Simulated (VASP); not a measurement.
# Bi in VASP: a series of runs

Bi is run at these levels: PBE; tasks: single point.

Everything below comes from runs of VASP 6.6.1. Logs are shortened: lines on timing, memory, paths and dates and some standing lists are left out, and cuts for length are marked.

## (1) The cell of the first run

The typed cell holds 4 atoms: a = 5.009 Å, b = 5.009 Å, c = 5.020 Å, α = 90.00°, β = 90.00°, γ = 90.00°.

The cell was built from a structure type or drawn by symmetry, and may not be a known phase.

## (2) Single point, PBE

INCAR reads:

```
SYSTEM = Bi
  ALGO = Fast
  EDIFF = 1E-7
  ENCUT = 520
  GGA = PE
  ISIF = 2
  ISMEAR = 0
  LASPH = .True.
  LCHARG = .False.
  LREAL = .False.
  LWAVE = .False.
  NBANDS = 38
  NELM = 80
  PREC = Accurate
  SIGMA = 0.1
```

KPOINTS reads:

```
k-points
0
Gamma
  4 4 4
  0 0 0
```

POSCAR reads:

```
Bi
1.0
    5.0086554504      0.0000000000      0.0000000000
    0.0000000000      5.0086554504      0.0000000000
    0.0000000000      0.0000000000      5.0204064213
Bi
4
Direct
    0.7498154074      0.7498154074      0.5000000000
    0.2501845926      0.2501845926      0.5000000000
    0.2501845926      0.7498154074      0.0000000000
    0.7498154074      0.2501845926      0.0000000000
```

Potentials or basis: VASP PAW PBE potentials, release 64 (Bi_d).

On the command line:

```sh
$ cat potpaw_PBE.64/Bi_d/POTCAR > POTCAR
$ mpirun -np 1 vasp_std > vasp.out
```

OUTCAR:

```text
SYSTEM = Bi
   EDIFF = 1E-7
   ENCUT = 520
   GGA = PE
   ISIF = 2
   ISMEAR = 0
   LASPH = .True.
   LREAL = .False.
   NELM = 80
   PREC = Accurate

 ion  position               nearest neighbor table
   1  0.750  0.750  0.500-   2 3.54   2 3.54   2 3.54   2 3.54   3 3.54   4 3.54   3 3.54   4 3.54
                             3 3.55   4 3.55   4 3.55   3 3.55
   2  0.250  0.250  0.500-   1 3.54   1 3.54   1 3.54   1 3.54   4 3.54   3 3.54   4 3.54   3 3.54
                             3 3.55   4 3.55   4 3.55   3 3.55
   3  0.250  0.750  0.000-   4 3.54   4 3.54   4 3.54   4 3.54   1 3.54   2 3.54   2 3.54   1 3.54
                             2 3.55   1 3.55   2 3.55   1 3.55
   4  0.750  0.250  0.000-   3 3.54   3 3.54   3 3.54   3 3.54   1 3.54   1 3.54   2 3.54   2 3.54
                             2 3.55   1 3.55   2 3.55   1 3.55

  LATTYP: Found a simple tetragonal cell.
 ALAT       =     5.0086554504
 C/A-ratio  =     1.0023461328

  Lattice vectors:

 A1 = (   5.0086554504,   0.0000000000,   0.0000000000)
 A2 = (   0.0000000000,   5.0086554504,   0.0000000000)
 A3 = (   0.0000000000,   0.0000000000,   5.0204064213)

Analysis of symmetry for initial positions (statically):
=====================================================================
 Subroutine PRICEL returns:
 Original cell was already a primitive cell.

 Routine SETGRP: Setting up the symmetry group for a
 simple tetragonal supercell.

 Subroutine GETGRP returns: Found 16 space group operations
 (whereof  8 operations were pure point group operations)
 out of a pool of 16 trial point group operations.

The static configuration has the point symmetry D_2h.
 The point group associated with its full space group is D_4h.

Analysis of symmetry for dynamics (positions and initial velocities):
=====================================================================
 Subroutine PRICEL returns:
 Original cell was already a primitive cell.

 Routine SETGRP: Setting up the symmetry group for a
 simple tetragonal supercell.

 Subroutine GETGRP returns: Found 16 space group operations
 (whereof  8 operations were pure point group operations)
 out of a pool of 16 trial point group operations.

The dynamic configuration has the point symmetry D_2h.
 The point group associated with its full space group is D_4h.

 Subroutine INISYM returns: Found 16 space group operations
 (whereof  8 operations are pure point group operations),
 and found     1 'primitive' translations

----------------------------------------------------------------------------------------

                                     Primitive cell

  volume of cell :     125.9451

  direct lattice vectors                    reciprocal lattice vectors
     5.008655450  0.000000000  0.000000000     0.199654380  0.000000000  0.000000000
     0.000000000  5.008655450  0.000000000     0.000000000  0.199654380  0.000000000
     0.000000000  0.000000000  5.020406421     0.000000000  0.000000000  0.199187061

  length of vectors
     5.008655450  5.008655450  5.020406421     0.199654380  0.199654380  0.199187061

  position of ions in fractional coordinates (direct lattice)
     0.749815407  0.749815407  0.500000000
     0.250184593  0.250184593  0.500000000
     0.250184593  0.749815407  0.000000000
     0.749815407  0.250184593  0.000000000

  ion indices of the primitive-cell ions
   primitive index   ion index
                 1           1
                 2           2
                 3           3
                 4           4

----------------------------------------------------------------------------------------

 KPOINTS: k-points

Automatic generation of k-mesh.
 Grid dimensions read from file:
 generate k-points for:    4    4    4

 Generating k-lattice:

  Cartesian coordinates                     Fractional coordinates (reciprocal lattice)
     0.049913595  0.000000000  0.000000000     0.250000000  0.000000000  0.000000000
     0.000000000  0.049913595  0.000000000     0.000000000  0.250000000  0.000000000
     0.000000000  0.000000000  0.049796765     0.000000000  0.000000000  0.250000000

  Length of vectors
     0.049913595  0.049913595  0.049796765

  Shift w.r.t. Gamma in fractional coordinates (k-lattice)
     0.000000000  0.000000000  0.000000000

 Subroutine IBZKPT returns following result:
 ===========================================

 Found     18 irreducible k-points:

 Following reciprocal coordinates:
            Coordinates               Weight
  0.000000  0.000000  0.000000      1.000000
  0.250000  0.000000  0.000000      4.000000
  0.500000  0.000000  0.000000      2.000000
  0.250000  0.250000  0.000000      4.000000
  0.500000  0.250000  0.000000      4.000000
  0.500000  0.500000  0.000000      1.000000
[... 10 lines left out ...]
  0.500000  0.250000  0.500000      4.000000
  0.500000  0.500000  0.500000      1.000000
   k-points           NKPTS =     18   k-points in BZ     NKDIM =     18   number of bands    NBANDS=     38
   number of dos      NEDOS =    301   number of ions     NIONS =      4
   total plane-waves  NPLWV =  64000
   dimension x,y,z NGX =    40 NGY =   40 NGZ =   40
   dimension x,y,z NGXF=    80 NGYF=   80 NGZF=   80
   ions per type =               4
   NGX,Y,Z   is equivalent  to a cutoff of  13.28, 13.28, 13.25 a.u.
   NGXF,Y,Z  is equivalent  to a cutoff of  26.55, 26.55, 26.49 a.u.
 SYSTEM =  Bi
   PREC   = accura    normal or accurate (medium, high low for compatibility)
   ISTART =      0    job   : 0-new  1-cont  2-samecut
   ICHARG =      2    charge: 1-file 2-atom 10-const
   ISPIN  =      1    spin polarized calculation?
   LNONCOLLINEAR =      F non collinear calculations
   LSORBIT =      F    spin-orbit coupling
   LASPH  =      T    aspherical Exc in radial PAW
   ENCUT  =  520.0 eV  38.22 Ry    6.18 a.u.   9.31  9.31  9.33*2*pi/ulx,y,z
   NELM   =     80;   NELMIN=  2; NELMDL= -5     # of ELM steps
   EDIFF  = 0.1E-06   stopping-criterion for ELM
   LREAL  =      F    real-space projection
   EDIFFG = 0.1E-05   stopping-criterion for IOM
   NSW    =      0    number of steps for IOM
   IBRION =     -1    ionic relax: 0-MD 1-quasi-New 2-CG
   NFREE  =      0    steps in history (QN), initial steepest desc. (CG)
   ISIF   =      2    stress and relaxation
   ISYM   =      2    0-nonsym 1-usesym 2-fastsym
   POTIM  = 0.5000    time-step for ionic-motion
   TEBEG  =    0.0;   TEEND  =   0.0 temperature during run
   PSTRESS=    0.0 pullay stress
   NELECT =      60.0000    total number of electrons
   NUPDOWN=      -1.0000    fix difference up-down
   EMIN   =  10.00;   EMAX   =-10.00  energy-range for DOS
   EFERMI =   0.00;   METHOD = LEGACY
   ISMEAR =     0;   SIGMA  =   0.10  broadening in eV -4-tet -1-fermi 0-gaus
   EFERMI_NEDOS =   21; number of points for ismear=-14 and -15
   IALGO  =     68    algorithm
   IMIX   =      4    mixing-type and parameters
     AMIX     =   0.40;   BMIX     =  1.00
     AMIX_MAG =   1.60;   BMIX_MAG =  1.00
  volume/ion in A,a.u.               =      31.49       212.48
  Fermi-wavevector in a.u.,A,eV,Ry     =   1.278591  2.416186 22.242723  1.634794
  Thomas-Fermi vector in A             =   2.411125
   LORBIT       =      0    0 simple, 1 ext, 2 COOP (PROOUT), +10 PAW based schemes
   GGA     = PE    functional components
   LHFCALC =     F    Hartree Fock is set to
   AEXX    =    0.0000 exact exchange contribution
   IVDW    =     0    specifies the selected vdW correction
   LEPSILON=     F    determine dielectric tensor
   LRPA    =     F    only Hartree local field effects (RPA)
 non-spin polarized calculation
 RMM-DIIS sequential band-by-band and
 Gauss-broadening in eV      SIGMA  =   0.10
  energy-cutoff  :      520.00
  volume of cell :      125.95
 maximum number of plane-waves:      3419
 NGX is ok and might be reduce to    40

 number of electron      60.0000029 magnetization

 Free energy of the ion-electron system (eV)
  ---------------------------------------------------
  ext. energy  EPLUGINS =         0.00000000
  ---------------------------------------------------
  free energy    TOTEN  =       -14.90396266 eV

  energy without entropy =      -14.89239653  energy(sigma->0) =      -14.89817959

 E-fermi :   7.5373     XC(G=0): -10.2397

 val. band max:        7.4599291529   @ k =   0.2500   0.2500   0.5000
 cond. band min:       7.7552207972   @ k =   0.0000   0.0000   0.5000
 fundamental gap:      0.2952916443
 Fermi energy:         7.5373188558

 k-point     1 :       0.0000    0.0000    0.0000
  band No.  band energies     occupation
      1     -15.3141      2.00000
      2     -15.3131      2.00000
      3     -15.3131      2.00000
      4     -15.2615      2.00000
      5     -15.2615      2.00000
      6     -15.2613      2.00000
[... 30 lines left out ...]
     37      12.7229      0.00000
     38      12.7237      0.00000

 k-point     2 :       0.2500    0.0000    0.0000
  band No.  band energies     occupation
      1     -15.3025      2.00000
      2     -15.2818      2.00000
      3     -15.2810      2.00000
      4     -15.2515      2.00000
      5     -15.2474      2.00000
      6     -15.2454      2.00000
[... 30 lines left out ...]
     37      12.4944      0.00000
     38      13.3538      0.00000

 k-point     3 :       0.5000    0.0000    0.0000
  band No.  band energies     occupation
      1     -15.2772      2.00000
      2     -15.2769      2.00000
      3     -15.2233      2.00000
      4     -15.2233      2.00000
      5     -15.2156      2.00000
      6     -15.2151      2.00000
[... 30 lines left out ...]
     37      14.1772      0.00000
[... 535 lines left out ...]
 k-point    17 :       0.5000    0.2500    0.5000
  band No.  band energies     occupation
      1     -15.2354      2.00000
      2     -15.2354      2.00000
      3     -15.2354      2.00000
      4     -15.2354      2.00000
      5     -15.2217      2.00000
      6     -15.2217      2.00000
[... 30 lines left out ...]
     37      15.2629      0.00000
     38      15.2657      0.00000

 k-point    18 :       0.5000    0.5000    0.5000
  band No.  band energies     occupation
      1     -15.2359      2.00000
      2     -15.2359      2.00000
      3     -15.2359      2.00000
      4     -15.2359      2.00000
      5     -15.2348      2.00000
      6     -15.2348      2.00000
[... 30 lines left out ...]
     37      15.1397      0.00000
     38      15.1397      0.00000

------------------------ aborting loop because EDIFF is reached ----------------------------------------

  FORCE on cell =-STRESS in cart. coord.  units (eV):
  Direction    XX          YY          ZZ          XY          YZ          ZX
  --------------------------------------------------------------------------------------
  -------------------------------------------------------------------------------------
  Total        0.0173198      0.0173198     -0.0404468      0.0000000      0.0000000      0.0000000
  in kB        0.2203289      0.2203289     -0.5145330      0.0000000      0.0000000      0.0000000
  external PRESSURE =      -0.0246251 kB  Pullay stress =       0.0000000 kB

 VOLUME and BASIS-vectors are now :
 -----------------------------------------------------------------------------
  energy-cutoff  :      520.00
  volume of cell :      125.95
      direct lattice vectors                 reciprocal lattice vectors
     5.008655450  0.000000000  0.000000000     0.199654380  0.000000000  0.000000000
     0.000000000  5.008655450  0.000000000     0.000000000  0.199654380  0.000000000
     0.000000000  0.000000000  5.020406421     0.000000000  0.000000000  0.199187061

 POSITION                                       TOTAL-FORCE (eV/Angst)
 -----------------------------------------------------------------------------------
      3.75557      3.75557      2.51020         0.004353      0.004353     -0.000000
      1.25309      1.25309      2.51020        -0.004353     -0.004353      0.000000
      1.25309      3.75557      0.00000        -0.004353      0.004353     -0.000000
      3.75557      1.25309      0.00000         0.004353     -0.004353     -0.000000
 -----------------------------------------------------------------------------------
    total drift:                               -0.000000      0.000000      0.000000

  FREE ENERGIE OF THE ION-ELECTRON SYSTEM (eV)
  ---------------------------------------------------
  free  energy   TOTEN  =       -14.9039626596 eV

  energy  without entropy=      -14.8923965293  energy(sigma->0) =      -14.89817959
```

Run time: 2.9 min. Hardware: 1 thread of Intel Xeon Platinum 8375C at 2.90GHz (Ice Lake), shared host; peak memory 0.26 GiB.

Results:

```yaml
Free_energy: -14.9040 eV
Pressure: 0.0 GPa
Largest_force: 0.006 eV/Å
Band_gap_on_the_k_mesh: zero (bands 30 and 31 overlap by 4.40 eV)
```

Forces on the atoms (eV/Å):
```
Bi   0.004  0.004  0.000
Bi  -0.004 -0.004  0.000
Bi  -0.004  0.004  0.000
Bi   0.004 -0.004  0.000
```

Levels at points of the mesh, in eV from the Fermi level:
```csv
k point,band 27,band 28,band 29,band 30,band 31,band 32,band 33,band 34
"(0.00, 0.00, 0.00)",-4.10,0.66,0.66,0.67,0.67,0.69,0.69,4.35
"(0.50, 0.00, 0.00)",-2.41,-2.40,-0.80,-0.80,0.23,0.23,2.32,2.33
"(0.50, 0.50, 0.00)",-2.47,-2.47,-0.79,-0.78,-0.78,-0.77,3.50,3.50
"(0.00, 0.00, 0.50)",-2.42,-2.42,-0.79,-0.79,0.22,0.22,2.34,2.34
"(0.50, 0.00, 0.50)",-2.45,-2.45,-0.78,-0.78,-0.77,-0.77,3.47,3.47
"(0.50, 0.50, 0.50)",-4.90,-4.90,3.61,3.61,3.61,3.61,3.65,3.65
```

Caveat: spin-orbit coupling is left out, which moves the levels of the heavy elements.

## (3) Single point, PBE

This run uses another cell than the first one: it holds 1 atom, not 4.

INCAR reads:

```
PREC = Accurate
ENCUT = 520
EDIFF = 1E-7
ISMEAR = 0
SIGMA = 0.1
LREAL = False
LASPH = True
NELM = 80
ALGO = Normal
ISIF = 2
LWAVE = False
LCHARG = False
GGA = PE
NBANDS = 14
```

KPOINTS reads:

```
regular mesh
0
Gamma
  20 20 20
```

POSCAR reads:

```
Bi
1.0
    0.0000000000      2.5135191988      2.5135191988
    2.5135191988      0.0000000000      2.5135191988
    2.5135191988      2.5135191988      0.0000000000
Bi
1
Direct
    0.0000000000      0.0000000000      0.0000000000
```

Potentials or basis: VASP PAW PBE potentials, release 64 (Bi_d).

On the command line:

```sh
$ cat potpaw_PBE.64/Bi_d/POTCAR > POTCAR
$ mpirun -np 1 vasp_std > vasp.out
```

Run time: 1.8 min. Hardware: 1 thread of Intel Xeon Platinum 8375C at 2.90GHz (Ice Lake), shared host; peak memory 0.23 GiB.

Results (log left out):

- Free energy: -3.7067 eV
- Pressure: -0.1 GPa
- Band gap on the k mesh: zero (an odd number of electrons rules out a gap without spin polarisation)

Levels at points of the mesh, in eV from the Fermi level:
```csv
k point,band 5,band 6,band 7,band 8,band 9,band 10
"(0.00, 0.00, 0.00)",-23.06,-13.50,4.77,4.77,4.77,8.58
"(0.50, 0.00, 0.00)",-22.99,-10.75,-5.21,3.24,3.24,7.20
"(0.50, 0.50, 0.00)",-22.97,-9.70,-4.42,0.32,0.32,4.00
```

Caveat: spin-orbit coupling is left out, which moves the levels of the heavy elements.
